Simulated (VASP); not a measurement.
# N in VASP: a series of runs

The runs below take N through single point, with PBE+D3(BJ).

All numbers are computed with VASP 6.6.1; they aren't measurements. Logs are shortened: lines on timing, memory, paths and dates and some standing lists are left out, and cuts for length are marked.

## 1. The cell of the first run

The cell holds a disordered packing, 24 atoms: a = 8.862 Å, b = 8.862 Å, c = 8.862 Å, α = 90.00°, β = 90.00°, γ = 90.00°.

## 2. Single point, PBE+D3(BJ)

The input, INCAR:

```
PREC = Accurate ; ENCUT = 1000
EDIFF = 1E-6 ; ISMEAR = -1
SIGMA = 0.05 ; LREAL = Auto
LASPH = T ; NELM = 120
ALGO = Normal ; ISIF = 2
LWAVE = F ; LCHARG = F
GGA = PE ; IVDW = 12
NBANDS = 78 ; GGA_COMPAT = F
```

The input, KPOINTS:

```
Automatic mesh
0
Gamma
  1 1 1
```

The input, POSCAR:

```
N
1.0
    8.8620950000      0.0000000000      0.0000000000
    0.0000000000      8.8620950000      0.0000000000
    0.0000000000      0.0000000000      8.8620950000
N
24
Direct
    0.2447953898      0.3333071920      0.2845941056
    0.2197110277      0.4492955672      0.2495685275
   -0.1962289955      1.0014223499      0.2259849392
   -0.2369642844      0.8844974016      0.2439265208
    0.8005104888      0.5338918168      0.4641227610
    0.7361464755      0.5487077266      0.3577596494
    0.0886246424      0.8392597913      0.5223031349
    0.1706255688      0.9321836428      0.5090557030
    0.7940786011      0.9132152160      0.9304684727
    0.7905467048      0.9020214746      0.8062201996
    0.4592480672      0.8020112626      0.2013519377
    0.3646428976      0.8101131843      0.2843571413
    0.7069547325      0.1873710449      0.7215111100
    0.8194789155      0.2494669714      0.7150905063
    0.8635542724      0.4636939685      0.9782788381
    0.8162629717      0.5766356601      0.9904994248
    0.5988087467      0.2534840802      0.0736846084
    0.5443182453      0.2853049984      0.1795737915
    0.5373560089     -0.0881619978      0.5484820463
    0.6488646308     -0.0399679760      0.5039440448
    0.5151152182      0.5469474204      0.8548091619
    0.4012256696      0.5820745546      0.8128664836
    0.1190914789      0.8851180223      1.0519295945
    0.1549069379      0.9974842292      1.0037581407
```

Potentials or basis: VASP PAW PBE potentials, release 64 (N_h).

Command:

```bash
> cat potpaw_PBE.64/N_h/POTCAR > POTCAR
> mpirun -np 1 vasp_gam > vasp.out
```

OUTCAR:

```text
PREC = Accurate
   ENCUT = 1000
   EDIFF = 1E-6
   ISMEAR = -1
   LREAL = Auto
   LASPH = T
   NELM = 120
   ISIF = 2
   GGA = PE
   IVDW = 12
 IVDW          = 12

 ion  position               nearest neighbor table
   1  0.245  0.333  0.285-   2 1.10
   2  0.220  0.449  0.250-   1 1.10
   3  0.804  0.001  0.226-   4 1.11
   4  0.763  0.884  0.244-   3 1.11
   5  0.801  0.534  0.464-   6 1.11
   6  0.736  0.549  0.358-   5 1.11
[... 16 lines left out ...]
  23  0.119  0.885  0.052-  24 1.13
  24  0.155  0.997  0.004-  23 1.13

  LATTYP: Found a simple cubic cell.
 ALAT       =     8.8620950000

  Lattice vectors:

 A1 = (   8.8620950000,   0.0000000000,   0.0000000000)
 A2 = (   0.0000000000,   8.8620950000,   0.0000000000)
 A3 = (   0.0000000000,   0.0000000000,   8.8620950000)

Analysis of symmetry for initial positions (statically):
=====================================================================
 Subroutine PRICEL returns:
 Original cell was already a primitive cell.

 Routine SETGRP: Setting up the symmetry group for a
 simple cubic supercell.

 Subroutine GETGRP returns: Found  1 space group operations
 (whereof  1 operations were pure point group operations)
 out of a pool of 48 trial point group operations.

The static configuration has the point symmetry C_1 .

Analysis of symmetry for dynamics (positions and initial velocities):
=====================================================================
 Subroutine PRICEL returns:
 Original cell was already a primitive cell.

 Routine SETGRP: Setting up the symmetry group for a
 simple cubic supercell.

 Subroutine GETGRP returns: Found  1 space group operations
 (whereof  1 operations were pure point group operations)
 out of a pool of 48 trial point group operations.

The dynamic configuration has the point symmetry C_1 .

 Subroutine INISYM returns: Found  1 space group operations
 (whereof  1 operations are pure point group operations),
 and found     1 'primitive' translations

----------------------------------------------------------------------------------------

                                     Primitive cell

  volume of cell :     695.9999

  direct lattice vectors                    reciprocal lattice vectors
     8.862095000  0.000000000  0.000000000     0.112840135  0.000000000  0.000000000
     0.000000000  8.862095000  0.000000000     0.000000000  0.112840135  0.000000000
     0.000000000  0.000000000  8.862095000     0.000000000  0.000000000  0.112840135

  length of vectors
     8.862095000  8.862095000  8.862095000     0.112840135  0.112840135  0.112840135

  position of ions in fractional coordinates (direct lattice)
     0.244795390  0.333307192  0.284594106
     0.219711028  0.449295567  0.249568528
     0.803771004  0.001422350  0.225984939
     0.763035716  0.884497402  0.243926521
     0.800510489  0.533891817  0.464122761
     0.736146476  0.548707727  0.357759649
[... 16 lines left out ...]
     0.119091479  0.885118022  0.051929595
     0.154906938  0.997484229  0.003758141

  ion indices of the primitive-cell ions
   primitive index   ion index
                 1           1
                 2           2
                 3           3
                 4           4
                 5           5
                 6           6
[... 16 lines left out ...]
                23          23
                24          24

----------------------------------------------------------------------------------------

 KPOINTS: Automatic mesh

Automatic generation of k-mesh.
 Grid dimensions read from file:
 generate k-points for:    1    1    1

 Generating k-lattice:

  Cartesian coordinates                     Fractional coordinates (reciprocal lattice)
     0.112840135  0.000000000  0.000000000     1.000000000  0.000000000  0.000000000
     0.000000000  0.112840135  0.000000000     0.000000000  1.000000000  0.000000000
     0.000000000  0.000000000  0.112840135     0.000000000  0.000000000  1.000000000

  Length of vectors
     0.112840135  0.112840135  0.112840135

  Shift w.r.t. Gamma in fractional coordinates (k-lattice)
     0.000000000  0.000000000  0.000000000

 Subroutine IBZKPT returns following result:
 ===========================================

 Found      1 irreducible k-points:

 Following reciprocal coordinates:
            Coordinates               Weight
  0.000000  0.000000  0.000000      1.000000
   k-points           NKPTS =      1   k-points in BZ     NKDIM =      1   number of bands    NBANDS=     78
   number of dos      NEDOS =    301   number of ions     NIONS =     24
   total plane-waves  NPLWV = 884736
   dimension x,y,z NGX =    96 NGY =   96 NGZ =   96
   dimension x,y,z NGXF=   192 NGYF=  192 NGZF=  192
   ions per type =              24
   NGX,Y,Z   is equivalent  to a cutoff of  18.01, 18.01, 18.01 a.u.
   NGXF,Y,Z  is equivalent  to a cutoff of  36.02, 36.02, 36.02 a.u.
 SYSTEM =  unknown system
   PREC   = accura    normal or accurate (medium, high low for compatibility)
   ISTART =      0    job   : 0-new  1-cont  2-samecut
   ICHARG =      2    charge: 1-file 2-atom 10-const
   ISPIN  =      1    spin polarized calculation?
   LNONCOLLINEAR =      F non collinear calculations
   LSORBIT =      F    spin-orbit coupling
   LASPH  =      T    aspherical Exc in radial PAW
   ENCUT  = 1000.0 eV  73.50 Ry    8.57 a.u.  22.85 22.85 22.85*2*pi/ulx,y,z
   NELM   =    120;   NELMIN=  2; NELMDL= -5     # of ELM steps
   EDIFF  = 0.1E-05   stopping-criterion for ELM
   LREAL  =      T    real-space projection
   EDIFFG = 0.1E-04   stopping-criterion for IOM
   NSW    =      0    number of steps for IOM
[... 5 lines left out ...]
   TEBEG  =    0.0;   TEEND  =   0.0 temperature during run
   PSTRESS=    0.0 pullay stress
   NELECT =     120.0000    total number of electrons
   NUPDOWN=      -1.0000    fix difference up-down
   EMIN   =  10.00;   EMAX   =-10.00  energy-range for DOS
   EFERMI =   0.00;   METHOD = LEGACY
   ISMEAR =    -1;   SIGMA  =   0.05  broadening in eV -4-tet -1-fermi 0-gaus
   EFERMI_NEDOS =   21; number of points for ismear=-14 and -15
   IALGO  =     38    algorithm
   IMIX   =      4    mixing-type and parameters
     AMIX     =   0.40;   BMIX     =  1.00
     AMIX_MAG =   1.60;   BMIX_MAG =  1.00
  volume/ion in A,a.u.               =      29.00       195.70
  Fermi-wavevector in a.u.,A,eV,Ry     =   0.911169  1.721859 11.295946  0.830229
  Thomas-Fermi vector in A             =   2.035417
   LORBIT       =      0    0 simple, 1 ext, 2 COOP (PROOUT), +10 PAW based schemes
   GGA     = PE    functional components
   LHFCALC =     F    Hartree Fock is set to
   AEXX    =    0.0000 exact exchange contribution
   IVDW    =    12    specifies the selected vdW correction
   LEPSILON=     F    determine dielectric tensor
   LRPA    =     F    only Hartree local field effects (RPA)
 non-spin polarized calculation
  energy-cutoff  :     1000.00
  volume of cell :      696.00
 maximum number of plane-waves:     25031
 NGX is ok and might be reduce to    90
   NGX = 45   NGY = 45   NGZ = 45

 number of electron     120.0000001 magnetization

 Free energy of the ion-electron system (eV)
  ---------------------------------------------------
  ext. energy  EPLUGINS =         0.00000000
  ---------------------------------------------------
  free energy    TOTEN  =      -200.77872496 eV

  energy without entropy =     -200.77872496  energy(sigma->0) =     -200.77872496

 E-fermi :  -5.4349     XC(G=0):  -5.4659

 val. band max:       -6.7156567840   @ k =   0.0000   0.0000   0.0000
 cond. band min:       0.0420209250   @ k =   0.0000   0.0000   0.0000
 fundamental gap:      6.7576777090
 Fermi energy:        -5.4349075203

 k-point     1 :       0.0000    0.0000    0.0000
  band No.  band energies     occupation
      1     -25.4692      2.00000
      2     -25.3144      2.00000
      3     -25.3053      2.00000
      4     -25.1833      2.00000
      5     -25.1279      2.00000
      6     -25.0933      2.00000
[... 64 lines left out ...]
     71       0.7573      0.00000
     72       0.8430      0.00000
 [bands above 72 left out]

------------------------ aborting loop because EDIFF is reached ----------------------------------------

 Edisp (eV)   -1.04921

 E8    (eV) :    -0.2542

  FORCE on cell =-STRESS in cart. coord.  units (eV):
  Direction    XX          YY          ZZ          XY          YZ          ZX
  --------------------------------------------------------------------------------------
  -------------------------------------------------------------------------------------
  Total      -9.95868    -2.54613     1.56141    -6.08423     3.23534     1.67694
  in kB     -22.92468    -5.86113     3.59433   -14.00576     7.44768     3.86029
  external pressure =       -8.40 kB  Pullay stress =        0.00 kB

 VOLUME and BASIS-vectors are now :
 -----------------------------------------------------------------------------
  energy-cutoff  :     1000.00
  volume of cell :      696.00
      direct lattice vectors                 reciprocal lattice vectors
     8.862095000  0.000000000  0.000000000     0.112840135  0.000000000  0.000000000
     0.000000000  8.862095000  0.000000000     0.000000000  0.112840135  0.000000000
     0.000000000  0.000000000  8.862095000     0.000000000  0.000000000  0.112840135

 POSITION                                       TOTAL-FORCE (eV/Angst)
 -----------------------------------------------------------------------------------
      2.16940      2.95380      2.52210         0.005781     -0.818935      0.296612
      1.94710      3.98170      2.21170        -0.214987      0.848072     -0.248695
      7.12310      0.01260      2.00270        -0.207278     -0.932624      0.263681
      6.76210      7.83850      2.16170         0.644352      1.000442     -0.156223
      7.09420      4.73140      4.11310        -0.487488      0.134542     -0.799846
      6.52380      4.86270      3.17050         0.483198     -0.160962      0.844428
[... 16 lines left out ...]
      1.05540      7.84400      0.46020         0.973270      3.040393     -1.336983
      1.37280      8.83980      0.03330        -0.942358     -3.011263      1.293546
 -----------------------------------------------------------------------------------
    total drift:                                0.004418     -0.001355      0.000399

  FREE ENERGIE OF THE ION-ELECTRON SYSTEM (eV)
  ---------------------------------------------------
  free  energy   TOTEN  =      -201.8279383346 eV

  energy  without entropy=     -201.8279383346  energy(sigma->0) =     -201.82793833
```

It took 5.9 min on 1 thread of Intel Xeon Platinum 8375C at 2.90GHz (Ice Lake), shared host; peak memory 1.3 GiB.

What came out:

```yaml
Free_energy: -201.8279 eV
Pressure: -0.8 GPa
Largest_force: 5.746 eV/Å
Dispersion_energy_per_atom: -0.044 eV
```

Forces on the atoms (eV/Å):
```
N    0.006 -0.819  0.297
N   -0.215  0.848 -0.249
N   -0.207 -0.933  0.264
N    0.644  1.000 -0.156
N   -0.487  0.135 -0.800
N    0.483 -0.161  0.844
N    0.144  0.223  0.004
N   -0.333 -0.137  0.156
N   -0.062 -0.087 -1.056
N    0.127 -0.193  0.649
N   -1.684  0.065  1.215
N    1.660 -0.272 -1.505
N    4.087  2.633 -0.221
N   -4.097 -2.253  0.151
N    0.774 -1.573 -0.105
N   -0.550  1.566  0.223
N    0.587 -0.421 -1.282
N   -0.480  0.344  1.254
N    4.628  1.948 -1.815
N   -4.912 -1.962  2.247
N   -2.192  0.627 -0.834
N    2.047 -0.608  0.763
N    0.973  3.040 -1.337
N   -0.942 -3.011  1.294
```

Levels at points of the mesh, in eV from the Fermi level:
```csv
k point,band 57,band 58,band 59,band 60,band 61,band 62,band 63,band 64
"(0.00, 0.00, 0.00)",-1.56,-1.49,-1.32,-1.28,5.48,5.69,5.77,5.87
```

Caveat: the k points lie up to 0.71 Å⁻¹ apart.

## 3. Single point, PBE+D3(BJ)

The input, INCAR:

```
PREC = Accurate ; ENCUT = 1000
EDIFF = 1E-6 ; ISMEAR = -1
SIGMA = 0.05 ; LREAL = Auto
LASPH = True ; NELM = 120
ALGO = Normal ; ISIF = 2
LWAVE = False ; LCHARG = False
GGA = PE ; IVDW = 12
NBANDS = 78 ; GGA_COMPAT = False
```

The input, KPOINTS:

```
regular mesh
0
Gamma
  1 1 1
```

The input, POSCAR:

```
N
1.0
    8.8620950000      0.0000000000      0.0000000000
    0.0000000000      8.8620950000      0.0000000000
    0.0000000000      0.0000000000      8.8620950000
N
24
Direct
    0.3262321155      0.4792320552      0.3295383315
    0.2144301094      0.4233649041      0.3164263078
   -0.2081449138      0.8861335835      0.2396837317
   -0.1113957817      0.9107440171      0.3141695051
    0.8075517132      0.5665251839      0.4460570554
    0.6943053533      0.5248984580      0.4295936796
    0.1624220909      0.7924988392      0.5077129054
    0.1561933155      0.9164875800      0.4772799208
    0.7231360079      0.7039757529      0.8500360242
    0.7805603528      0.8083190261      0.8216115941
    0.4101513243      0.8346559138      0.2496813677
    0.5087961707      0.7656767390      0.2331502878
    0.8461543236      0.2578509935      0.8003299446
    0.9590395950      0.2635719883      0.7491343751
    0.9047409219      0.5292202352      1.0385354705
    1.0277930896      0.5465863320      1.0125596713
    0.5957282110      0.3401678723      0.1356225588
    0.5123506349      0.2674875410      0.0805001526
    0.4878304735      0.0175579251      0.5709146652
    0.4753277865      0.0978775335      0.4739624208
    0.4063034756      0.3543857293      0.6493724114
    0.3485180423      0.4242112051      0.7342507612
    0.2505502367      0.8153941026      0.9150770783
    0.1890749309      0.9002950205      0.9854216187
```

Potentials or basis: VASP PAW PBE potentials, release 64 (N_h).

Command:

```bash
> cat potpaw_PBE.64/N_h/POTCAR > POTCAR
> mpirun -np 1 vasp_gam > vasp.out
```

Run time: 2.7 min. Hardware: 1 thread of Intel Xeon 6975P-C (Granite Rapids), shared host; peak memory 1.4 GiB.

The run converged. Its results:

```
Free energy                : -202.2305 eV
Pressure                   : 0.1 GPa
Largest force              : 3.972 eV/Å
Dispersion energy per atom : -0.041 eV
```

Forces on the atoms (eV/Å):
```
N   -1.480 -0.702 -0.155
N    1.345  0.672  0.159
N    0.392  0.198  0.007
N   -0.377  0.004 -0.212
N    3.399  1.227  0.494
N   -3.355 -1.267 -0.410
N   -0.180  3.749 -0.853
N    0.291 -3.803  1.108
N   -1.385 -2.153  0.476
N    1.231  2.301 -0.630
N   -3.176  2.282  0.475
N    3.044 -2.408 -0.580
N   -0.401 -0.055  0.138
N    0.388 -0.009 -0.200
N    2.993  0.334 -0.450
N   -2.847 -0.439  0.653
N    0.737  0.573  0.437
N   -0.709 -0.645 -0.507
N   -0.182  1.577 -1.923
N    0.348 -1.723  1.865
N    0.124  0.044 -0.043
N   -0.165  0.183  0.252
N   -1.039  1.501  1.160
N    1.006 -1.441 -1.261
```

Stress tensor (GPa, compression positive):
```
 1.02  0.22  0.28
 0.22 -0.32  0.47
 0.28  0.47 -0.29
```

Levels at points of the mesh, in eV from the Fermi level:
```
           k point  band 58  band 59  band 60  band 61  band 62  band 63
(0.00, 0.00, 0.00)    -1.42    -1.38    -1.27     5.95     5.97     6.05
```

Caveat: the k points lie up to 0.71 Å⁻¹ apart; the atoms stand as in a frame of molecular dynamics.

(Continued in part 2 of 2.)
